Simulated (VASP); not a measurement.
# HS2 (P1) in VASP: notebook

Runs on HS2. Level: PBE. Tasks: single point.

Everything below comes from runs of VASP 6.6.1. Logs are shortened: lines on timing, memory, paths and dates and some standing lists are left out, and cuts for length are marked.

## Step 1: The cell of the first run

The typed cell holds 6 atoms: a = 2.930 Å, b = 2.925 Å, c = 11.561 Å, α = 89.99°, β = 90.43°, γ = 60.44°.

## Step 2: Single point, PBE

INCAR

```
PREC = Accurate
ENCUT = 400
EDIFF = 1E-6
ISMEAR = -1
SIGMA = 0.1
LREAL = False
LASPH = True
NELM = 120
ALGO = Normal
ISIF = 2
LWAVE = False
LCHARG = False
GGA = PE
NBANDS = 22
GGA_COMPAT = False
```

KPOINTS

```
regular mesh
0
Gamma
  6 6 2
```

POSCAR

```
HS2
1.0
    1.4756630000      2.5309170000     -0.0110600000
   -1.4710060000      2.5282280000      0.0003430000
   -0.0448260000     -0.0243230000     11.5613660000
H S
2 4
Direct
    0.5811556242     -0.1763865449      0.2112505635
    0.7452197773      0.4484854080      0.8536680960
    0.3598683587      0.3136342478      0.6387712808
    0.6934363212      0.6632441864      0.1166096561
    0.3081548770      0.3058716240      0.8551009698
    0.6752915226      0.6654168327      0.3816660147
```

Potentials or basis: VASP PAW PBE potentials, release 64 (H, S).

Started as:

```bash
$ cat potpaw_PBE.64/H/POTCAR potpaw_PBE.64/S/POTCAR > POTCAR
$ mpirun -np 1 vasp_std > vasp.out
```

OUTCAR:

```text
PREC = Accurate
   ENCUT = 400
   EDIFF = 1E-6
   ISMEAR = -1
   LREAL = False
   LASPH = True
   NELM = 120
   ISIF = 2
   GGA = PE

 ion  position               nearest neighbor table
   1  0.581  0.824  0.211-   4 1.17
   2  0.745  0.448  0.854-   5 1.49   5 1.53
   3  0.360  0.314  0.639-   5 2.51
   4  0.693  0.663  0.117-   1 1.17
   5  0.308  0.306  0.855-   2 1.49   2 1.53   3 2.51
   6  0.675  0.665  0.382-

  LATTYP: Found a triclinic cell.
 ALAT       =     2.9466922905
 B/A-ratio  =     0.9926483230
 C/A-ratio  =     3.9235445529
 COS(alpha) =     0.0002487095
 COS(beta)  =     0.0077488000
 COS(gamma) =     0.5021107446

  Lattice vectors:

 A1 = (   2.9466690000,   0.0026890000,  -0.0114030000)
 A2 = (   1.4710060000,  -2.5282280000,  -0.0003430000)
 A3 = (   0.0448260000,   0.0243230000, -11.5613660000)

Analysis of symmetry for initial positions (statically):
=====================================================================
 Subroutine PRICEL returns:
 Original cell was already a primitive cell.

 Routine SETGRP: Setting up the symmetry group for a
 triclinic supercell.

 Subroutine GETGRP returns: Found  1 space group operations
 (whereof  1 operations were pure point group operations)
 out of a pool of  2 trial point group operations.

The static configuration has the point symmetry C_1 .

Analysis of symmetry for dynamics (positions and initial velocities):
=====================================================================
 Subroutine PRICEL returns:
 Original cell was already a primitive cell.

 Routine SETGRP: Setting up the symmetry group for a
 triclinic supercell.

 Subroutine GETGRP returns: Found  1 space group operations
 (whereof  1 operations were pure point group operations)
 out of a pool of  2 trial point group operations.

The dynamic configuration has the point symmetry C_1 .

 Subroutine INISYM returns: Found  1 space group operations
 (whereof  1 operations are pure point group operations),
 and found     1 'primitive' translations

----------------------------------------------------------------------------------------

                                     Primitive cell

  volume of cell :      86.1745

  direct lattice vectors                    reciprocal lattice vectors
     1.475663000  2.530917000 -0.011060000     0.339192847  0.197353292  0.001730322
    -1.471006000  2.528228000  0.000343000    -0.339550391  0.197972511 -0.000900015
    -0.044826000 -0.024323000 11.561366000     0.000334557  0.000182922  0.086496652

  length of vectors
     2.929717473  2.925029160 11.561478485     0.392432292  0.393050115  0.086497492

  position of ions in fractional coordinates (direct lattice)
     0.581155624  0.823613455  0.211250564
     0.745219777  0.448485408  0.853668096
     0.359868359  0.313634248  0.638771281
     0.693436321  0.663244186  0.116609656
     0.308154877  0.305871624  0.855100970
     0.675291523  0.665416833  0.381666015

  ion indices of the primitive-cell ions
   primitive index   ion index
                 1           1
                 2           2
                 3           3
                 4           4
                 5           5
                 6           6

----------------------------------------------------------------------------------------

 KPOINTS: regular mesh

Automatic generation of k-mesh.
 Grid dimensions read from file:
 generate k-points for:    6    6    2

 Generating k-lattice:

  Cartesian coordinates                     Fractional coordinates (reciprocal lattice)
     0.056532141  0.032892215  0.000288387     0.166666667  0.000000000 -0.000000000
    -0.056591732  0.032995419 -0.000150002     0.000000000  0.166666667  0.000000000
     0.000167279  0.000091461  0.043248326     0.000000000  0.000000000  0.500000000

  Length of vectors
     0.065405382  0.065508353  0.043248746

  Shift w.r.t. Gamma in fractional coordinates (k-lattice)
     0.000000000  0.000000000  0.000000000

 Subroutine IBZKPT returns following result:
 ===========================================

 Found     40 irreducible k-points:

 Following reciprocal coordinates:
            Coordinates               Weight
  0.000000  0.000000  0.000000      1.000000
  0.166667  0.000000  0.000000      2.000000
  0.333333 -0.000000  0.000000      2.000000
  0.500000 -0.000000  0.000000      1.000000
 -0.000000  0.166667 -0.000000      2.000000
  0.166667  0.166667 -0.000000      2.000000
[... 16 lines left out ...]
  0.333333  0.000000  0.500000      2.000000
  0.500000 -0.000000  0.500000      1.000000
 [... further k-points ...]
   k-points           NKPTS =     40   k-points in BZ     NKDIM =     40   number of bands    NBANDS=     22
   number of dos      NEDOS =    301   number of ions     NIONS =      6
   total plane-waves  NPLWV =  32000
   dimension x,y,z NGX =    20 NGY =   20 NGZ =   80
   dimension x,y,z NGXF=    40 NGYF=   40 NGZF=  160
   ions per type =               2   4
   NGX,Y,Z   is equivalent  to a cutoff of  11.35, 11.37, 11.50 a.u.
   NGXF,Y,Z  is equivalent  to a cutoff of  22.70, 22.73, 23.01 a.u.
 SYSTEM =  unknown system
   PREC   = accura    normal or accurate (medium, high low for compatibility)
   ISTART =      0    job   : 0-new  1-cont  2-samecut
   ICHARG =      2    charge: 1-file 2-atom 10-const
   ISPIN  =      1    spin polarized calculation?
   LNONCOLLINEAR =      F non collinear calculations
   LSORBIT =      F    spin-orbit coupling
   LASPH  =      T    aspherical Exc in radial PAW
   ENCUT  =  400.0 eV  29.40 Ry    5.42 a.u.   4.78  4.77 18.85*2*pi/ulx,y,z
   NELM   =    120;   NELMIN=  2; NELMDL= -5     # of ELM steps
   EDIFF  = 0.1E-05   stopping-criterion for ELM
   LREAL  =      F    real-space projection
   EDIFFG = 0.1E-04   stopping-criterion for IOM
   NSW    =      0    number of steps for IOM
   IBRION =     -1    ionic relax: 0-MD 1-quasi-New 2-CG
   NFREE  =      0    steps in history (QN), initial steepest desc. (CG)
   ISIF   =      2    stress and relaxation
   ISYM   =      2    0-nonsym 1-usesym 2-fastsym
   POTIM  = 0.5000    time-step for ionic-motion
   TEBEG  =    0.0;   TEEND  =   0.0 temperature during run
   PSTRESS=    0.0 pullay stress
   NELECT =      26.0000    total number of electrons
   NUPDOWN=      -1.0000    fix difference up-down
   EMIN   =  10.00;   EMAX   =-10.00  energy-range for DOS
   EFERMI =   0.00;   METHOD = LEGACY
   ISMEAR =    -1;   SIGMA  =   0.10  broadening in eV -4-tet -1-fermi 0-gaus
   EFERMI_NEDOS =   21; number of points for ismear=-14 and -15
   IALGO  =     38    algorithm
   IMIX   =      4    mixing-type and parameters
     AMIX     =   0.40;   BMIX     =  1.00
     AMIX_MAG =   1.60;   BMIX_MAG =  1.00
  volume/ion in A,a.u.               =      14.36        96.92
  Fermi-wavevector in a.u.,A,eV,Ry     =   1.098010  2.074938 16.403540  1.205626
  Thomas-Fermi vector in A             =   2.234380
   LORBIT       =      0    0 simple, 1 ext, 2 COOP (PROOUT), +10 PAW based schemes
   GGA     = PE    functional components
   LHFCALC =     F    Hartree Fock is set to
   AEXX    =    0.0000 exact exchange contribution
   IVDW    =     0    specifies the selected vdW correction
   LEPSILON=     F    determine dielectric tensor
   LRPA    =     F    only Hartree local field effects (RPA)
 non-spin polarized calculation
  energy-cutoff  :      400.00
  volume of cell :       86.17
 maximum number of plane-waves:      1588
   NGX =  9   NGY =  9   NGZ = 37

 number of electron      26.0000003 magnetization

 Free energy of the ion-electron system (eV)
  ---------------------------------------------------
  ext. energy  EPLUGINS =         0.00000000
  ---------------------------------------------------
  free energy    TOTEN  =       -17.77090470 eV

  energy without entropy =      -17.66603579  energy(sigma->0) =      -17.71847025

 E-fermi :   4.4206     XC(G=0):  -9.8271

 val. band max:        4.4152064461   @ k =  -0.1667   0.1667  -0.0000
 cond. band min:       4.4245787366   @ k =  -0.1667   0.1667   0.5000
 fundamental gap:      0.0093722905
 Fermi energy:         4.4205661648

 k-point     1 :       0.0000    0.0000    0.0000
  band No.  band energies     occupation
      1     -12.2231      2.00000
      2     -11.0787      2.00000
      3      -9.7450      2.00000
      4      -8.9791      2.00000
      5      -2.8424      2.00000
      6      -0.8224      2.00000
[... 14 lines left out ...]
     21      15.2771      0.00000
     22      15.4333      0.00000

 k-point     2 :       0.1667    0.0000    0.0000
  band No.  band energies     occupation
      1     -11.6899      2.00000
      2     -10.6842      2.00000
      3      -9.2821      2.00000
      4      -8.5352      2.00000
      5      -2.4816      2.00000
      6      -0.5132      2.00000
[... 14 lines left out ...]
     21      14.5155      0.00000
     22      14.6980      0.00000

 k-point     3 :       0.3333   -0.0000    0.0000
  band No.  band energies     occupation
      1     -10.1845      2.00000
      2      -9.7053      2.00000
      3      -8.0495      2.00000
      4      -7.3937      2.00000
      5      -3.1235      2.00000
      6      -1.6708      2.00000
[... 14 lines left out ...]
     21      12.9054      0.00000
     22      13.1523      0.00000

 k-point     4 :       0.5000   -0.0000    0.0000
  band No.  band energies     occupation
      1      -9.0973      2.00000
      2      -8.6756      2.00000
      3      -6.9038      2.00000
      4      -6.5776      2.00000
      5      -5.7211      2.00000
      6      -1.5380      2.00000
[... 14 lines left out ...]
     21      12.1860      0.00000
     22      12.6910      0.00000

 k-point     5 :      -0.0000    0.1667   -0.0000
  band No.  band energies     occupation
      1     -11.7711      2.00000
      2     -10.6799      2.00000
      3      -9.2890      2.00000
      4      -8.5354      2.00000
      5      -2.4877      2.00000
      6      -0.4942      2.00000
[... 14 lines left out ...]
     21      14.5840      0.00000
     22      15.0630      0.00000

 k-point     6 :       0.1667    0.1667   -0.0000
  band No.  band energies     occupation
      1     -11.6838      2.00000
      2     -10.6788      2.00000
      3      -9.2733      2.00000
      4      -8.5257      2.00000
      5      -2.4718      2.00000
      6      -0.4996      2.00000
[... 14 lines left out ...]
     21      14.6233      0.00000
     22      14.7684      0.00000

 k-point     7 :       0.3333    0.1667    0.0000
  band No.  band energies     occupation
      1     -10.5821      2.00000
      2      -9.9794      2.00000
      3      -8.3997      2.00000
      4      -7.7113      2.00000
      5      -2.3254      2.00000
      6      -1.8110      2.00000
[... 324 lines left out ...]
      6      -1.1126      2.00000
[... 14 lines left out ...]
     21      12.0266      0.00000
     22      12.6609      0.00000

 k-point    21 :       0.0000    0.0000    0.5000
  band No.  band energies     occupation
      1     -12.2209      2.00000
      2     -11.0924      2.00000
      3      -9.6879      2.00000
      4      -9.0338      2.00000
      5      -2.6294      2.00000
      6      -1.3175      2.00000
[... 14 lines left out ...]
     21      14.4997      0.00000
     22      15.4357      0.00000

 k-point    22 :       0.1667   -0.0000    0.5000
  band No.  band energies     occupation
      1     -11.6875      2.00000
      2     -10.6971      2.00000
      3      -9.2286      2.00000
      4      -8.5870      2.00000
      5      -2.2971      2.00000
      6      -0.9306      2.00000
[... 14 lines left out ...]
     21      14.3388      0.00000
     22      14.5865      0.00000

 k-point    23 :       0.3333    0.0000    0.5000
  band No.  band energies     occupation
      1     -10.1788      2.00000
      2      -9.7178      2.00000
      3      -8.0078      2.00000
      4      -7.4350      2.00000
      5      -3.1183      2.00000
      6      -1.5985      2.00000
[... 14 lines left out ...]
     21      12.8678      0.00000
     22      13.3236      0.00000

 k-point    24 :       0.5000   -0.0000    0.5000
  band No.  band energies     occupation
      1      -9.0958      2.00000
      2      -8.6791      2.00000
      3      -6.8873      2.00000
      4      -6.5938      2.00000
      5      -5.7205      2.00000
      6      -1.5624      2.00000
[... 14 lines left out ...]
     21      12.5095      0.00000
     22      12.7481      0.00000

 [... further k-points ...]

------------------------ aborting loop because EDIFF is reached ----------------------------------------

  FORCE on cell =-STRESS in cart. coord.  units (eV):
  Direction    XX          YY          ZZ          XY          YZ          ZX
  --------------------------------------------------------------------------------------
  -------------------------------------------------------------------------------------
  Total        1.7355030      1.3968720      7.1703606      0.5599902      1.2901639     -2.0529334
  in kB       32.2668918     25.9709812    133.3130768     10.4114733     23.9870386    -38.1686349
  external PRESSURE =      63.8503166 kB  Pullay stress =       0.0000000 kB

 VOLUME and BASIS-vectors are now :
 -----------------------------------------------------------------------------
  energy-cutoff  :      400.00
  volume of cell :       86.17
      direct lattice vectors                 reciprocal lattice vectors
     1.475663000  2.530917000 -0.011060000     0.339192847  0.197353292  0.001730322
    -1.471006000  2.528228000  0.000343000    -0.339550391  0.197972511 -0.000900015
    -0.044826000 -0.024323000 11.561366000     0.000334557  0.000182922  0.086496652

 POSITION                                       TOTAL-FORCE (eV/Angst)
 -----------------------------------------------------------------------------------
     -0.36342      3.54800      2.43620        -2.348780      0.692670      6.582700
      0.40170      2.99920      9.86148        -0.264303      0.320569     -0.050781
      0.04105      1.68820      7.38120        -0.115457     -0.213808      1.238765
      0.04241      3.42903      1.34073         2.283932     -0.645216     -7.699368
     -0.03354      1.53243      9.88283         0.402310     -0.083358     -1.477490
      0.00056      3.38215      4.40534         0.042298     -0.070856      1.406174
 -----------------------------------------------------------------------------------
    total drift:                                0.000213     -0.000022     -0.000137

  FREE ENERGIE OF THE ION-ELECTRON SYSTEM (eV)
  ---------------------------------------------------
  free  energy   TOTEN  =       -17.7709047035 eV

  energy  without entropy=      -17.6660357943  energy(sigma->0) =      -17.71847025
```

It took 2 min on 1 thread of Intel Xeon 8259CL, shared host; peak memory 0.19 GiB.

What came out:

| Quantity | Value |
| --- | --- |
| Free energy | -17.7709 eV |
| Pressure | 6.4 GPa |
| Largest force | 8.057 eV/Å |
| Band gap on the k mesh | zero (bands 13 and 14 overlap by 4.84 eV) |

Forces in eV/Å, atoms in the order of the input:
```
H   -2.349  0.693  6.583
H   -0.264  0.321 -0.051
S   -0.115 -0.214  1.239
S    2.284 -0.645 -7.699
S    0.402 -0.083 -1.477
S    0.042 -0.071  1.406
```

Stress tensor (GPa, compression positive):
```
 3.23  1.04 -3.82
 1.04  2.60  2.40
-3.82  2.40 13.33
```

Caveat: the k points lie up to 0.41 Å⁻¹ apart, too coarse for converged energies and pressures of a metal; forces of over 1 eV/Å act on the atoms, so gaps and moduli don't describe the material at rest.

## Step 3: Single point, PBE

This run uses another cell than the first one, of 14.44 Å³/atom.

INCAR

```
SYSTEM = HS2
  PREC = Accurate
  ENCUT = 400
  EDIFF = 1E-6
  ISMEAR = -1
  SIGMA = 0.1
  LREAL = .False.
  LASPH = .True.
  NELM = 120
  ALGO = Normal
  ISIF = 2
  LWAVE = .False.
  LCHARG = .True.
  GGA = PE
  LELF = .True.
  LVHAR = .True.
  NBANDS = 22
  GGA_COMPAT = .False.
```

KPOINTS

```
regular mesh
0
Gamma
  6 6 2
  0 0 0
```

POSCAR

```
HS2
1.0
    1.4783460000      2.5355190000     -0.0110810000
   -1.4736810000      2.5328250000      0.0003440000
   -0.0449080000     -0.0243670000     11.5823880000
H S
2 4
Direct
    0.6501448061     -0.3822209375      0.2770042532
    0.5368596442      0.5650712051      0.8917923106
    0.3671435016      0.3106571228      0.6440863016
    0.6923903053      0.6657318535      0.1131881755
    0.2966385734      0.3038615613      0.8474534374
    0.6658559179      0.6913886308      0.3853465720
```

Potentials or basis: VASP PAW PBE potentials, release 64 (H, S).

Started as:

```bash
$ cat potpaw_PBE.64/H/POTCAR potpaw_PBE.64/S/POTCAR > POTCAR
$ mpirun -np 1 vasp_std > vasp.out
```

It took 2 min on 1 thread of Intel Xeon 8259CL, shared host; peak memory 0.19 GiB.

It converged, with:

```
Free energy            : -18.8074 eV
Pressure               : 3.6 GPa
Largest force          : 3.995 eV/Å
Band gap on the k mesh : zero (bands 13 and 14 overlap by 4.94 eV)
```

Forces on the atoms (eV/Å):
```
H    0.136 -0.338 -2.921
H    0.011  0.089  0.028
S   -0.157  0.052  1.934
S    0.057 -0.011 -1.322
S    0.125 -0.129 -1.696
S   -0.173  0.337  3.978
```

Stress tensor (GPa, compression positive):
```
 0.94 -0.30  0.22
-0.30  5.45  0.98
 0.22  0.98  4.31
```

Levels at points of the mesh, in eV from the Fermi level:
```
           k point  band 8  band 9  band 10  band 11  band 12  band 13  band 14  band 15  band 16  band 17
(0.00, 0.00, 0.00)   -0.92    0.43     0.86     1.83     1.90     1.97     2.12     2.45     2.50     5.15
(0.50, 0.00, 0.00)   -4.97   -4.65    -4.14    -1.68    -0.66     0.16     0.36     0.84     1.23     3.34
(0.00, 0.50, 0.00)   -5.00   -4.57    -3.93    -1.75    -0.64     0.11     0.34     0.80     1.32     3.34
(0.50, 0.50, 0.00)   -4.70   -4.51    -3.91    -1.18    -0.64     0.12     0.34     0.72     1.41     2.71
(0.00, 0.00, 0.50)   -1.20   -0.05     0.85     1.82     1.90     1.97     2.14     2.44     2.50     5.79
(0.50, 0.00, 0.50)   -5.00   -4.67    -4.09    -1.69    -0.64     0.13     0.42     0.81     1.10     3.47
(0.00, 0.50, 0.50)   -4.87   -4.71    -3.87    -1.75    -0.66     0.09     0.39     0.78     1.18     3.59
(0.50, 0.50, 0.50)   -4.80   -4.41    -3.89    -1.18    -0.64     0.07     0.43     0.68     1.23     2.90
```

Caveat: the k points lie up to 0.41 Å⁻¹ apart, too coarse for converged energies and pressures of a metal; forces of over 1 eV/Å act on the atoms, so gaps and moduli don't describe the material at rest.

The gap in the log of VASP goes by the Fermi energy; the results here count the filled bands.